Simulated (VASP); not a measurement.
Here is a VASP 6.6.1 calculation.

The input POSCAR:

```
SnTe
1.0
    0.0000000000      3.1893303454      3.1893303454
    3.1893303454      0.0000000000      3.1893303454
    3.1893303454      3.1893303454      0.0000000000
Sn Te
1 1
Direct
    0.0000000000      0.0000000000      0.0000000000
    0.5000000000      0.5000000000      0.5000000000
```

The input INCAR.step1:

```
SYSTEM = SnTe
PREC     = Accurate       ! precision mode
ENCUT    = 520            ! plane-wave cutoff, eV
ISMEAR   = -1             ! smearing method
SIGMA    = 0.02           ! smearing width, eV
LREAL    = .FALSE.        ! projectors in reciprocal space
LASPH    = .TRUE.         ! aspherical terms in the spheres
NELM     = 80             ! most SCF steps
NBANDS   = 17             ! bands
GGA      = PE             ! functional
ALGO     = Normal         ! electronic algorithm
EDIFF    = 1E-4           ! SCF threshold, eV
LWAVE    = .TRUE.         ! write WAVECAR
LCHARG   = .FALSE.        ! write CHGCAR
```

INCAR.step2

```
SYSTEM = SnTe
PREC     = Accurate       ! precision mode
ENCUT    = 520            ! plane-wave cutoff, eV
EDIFF    = 1E-6           ! SCF threshold, eV
ISMEAR   = -1             ! smearing method
SIGMA    = 0.02           ! smearing width, eV
LREAL    = .FALSE.        ! projectors in reciprocal space
LASPH    = .TRUE.         ! aspherical terms in the spheres
NELM     = 80             ! most SCF steps
ALGO     = Normal         ! electronic algorithm
ISIF     = 2              ! what is computed and relaxed
LWAVE    = .FALSE.        ! write WAVECAR
LCHARG   = .FALSE.        ! write CHGCAR
METAGGA  = R2SCAN         ! meta-GGA
LMIXTAU  = .TRUE.       
NBANDS   = 17             ! bands
ISTART   = 1
```

KPOINTS

```
regular mesh
0
G
  8 8 8
  0 0 0
```

Potentials or basis: VASP PAW PBE potentials, release 64 (Sn_d, Te).

The run is started by

```bash
$ cat potpaw_PBE.64/Sn_d/POTCAR potpaw_PBE.64/Te/POTCAR > POTCAR
$ cp INCAR.step1 INCAR
$ mpirun -np 1 vasp_std > vasp.out
$ cp INCAR.step2 INCAR
$ mpirun -np 1 vasp_std > vasp.out
```

Question: Estimate the pressure.

Answer: -0.1 GPa.

Question: Predict the band gap on the k mesh.

Answer: 0.14 eV.

Caveat: the PAW data sets were made with another functional, which shifts forces and pressure a little; spin-orbit coupling is left out, which moves the levels of the heavy elements. A k mesh can miss the band edges.
